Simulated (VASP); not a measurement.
Write the native input for VASP 6.6.1 that does the following.

```yaml
Task: relaxation of the atoms
Functional: r2SCAN
Potentials_or_basis: VASP PAW PBE potentials, release 64 (Si)
Cutoff: 500 eV
k_mesh: 8 × 8 × 8
Occupations: gaussian, width 0.02 eV
Spin: no spin polarisation
Dipole_correction: no
Further_INCAR_settings: ALGO = Normal; EDIFF = 1e-07; IBRION = 2; EDIFFG = -0.002; NSW = 60
```

Crystal: Si.

```
Si
1.0
     0.00000    2.73000    2.69495
     2.73000    0.00000    2.69495
     2.73000    2.73000    0.00000
Si
2
Direct
  0.00000 0.00000 0.00000
  0.25000 0.25000 0.25000
```

This cell differs from its parent crystal: strained cell.

The input as run:

POSCAR

```
Si
1.0
    0.0000000000      2.7300000606      2.6949479721
    2.7300000606      0.0000000000      2.6949479721
    2.7300000606      2.7300000606      0.0000000000
Si
2
Direct
    0.0000000000      0.0000000000      0.0000000000
    0.2500000000      0.2500000000      0.2500000000
```

INCAR.step1

```
SYSTEM = Si
ALGO = Normal
EDIFF = 1E-5
EDIFFG = -0.01
ENCUT = 500
GGA = PE
GGA_COMPAT = .False.
IBRION = 2
ISMEAR = 0
LASPH = .True.
LCHARG = .False.
LREAL = .False.
LWAVE = .True.
NELM = 120
NELMIN = 4
NSW = 100
PREC = Accurate
SIGMA = 0.02
```

INCAR.step2

```
SYSTEM = Si
ALGO = Normal
EDIFF = 1E-7
EDIFFG = -0.002
ENCUT = 500
GGA_COMPAT = .False.
IBRION = 2
ISIF = 2
ISMEAR = 0
ISTART = 1
LASPH = .True.
LCHARG = .False.
LMIXTAU = .True.
LREAL = .False.
LWAVE = .False.
METAGGA = R2SCAN
NELM = 120
NELMIN = 4
NSW = 60
PREC = Accurate
SIGMA = 0.02
```

KPOINTS

```
k-points
0
Gamma
  8 8 8
  0 0 0
```

Potentials or basis: VASP PAW PBE potentials, release 64 (Si).

The run is started by

```sh
$ cat potpaw_PBE.64/Si/POTCAR > POTCAR
$ cp INCAR.step1 INCAR
$ mpirun -np 1 vasp_std > vasp.out
$ cp INCAR.step2 INCAR
$ mpirun -np 1 vasp_std > vasp.out
```

Results of the run:

```
Pressure after relaxing : 0.2 GPa
Band gap on the k mesh  : 0.67 eV (least direct gap 2.66 eV)
```

Caveat: the cell differs from its parent crystal (strained cell); the relaxation stopped at its first step, so nothing moved; the PAW data sets were made with another functional, which shifts forces and pressure a little.

Wall time 46 s on 1 thread of AMD EPYC 9R45 96-Core Processor (Zen 5) (shared host), peak memory 0.13 GiB.
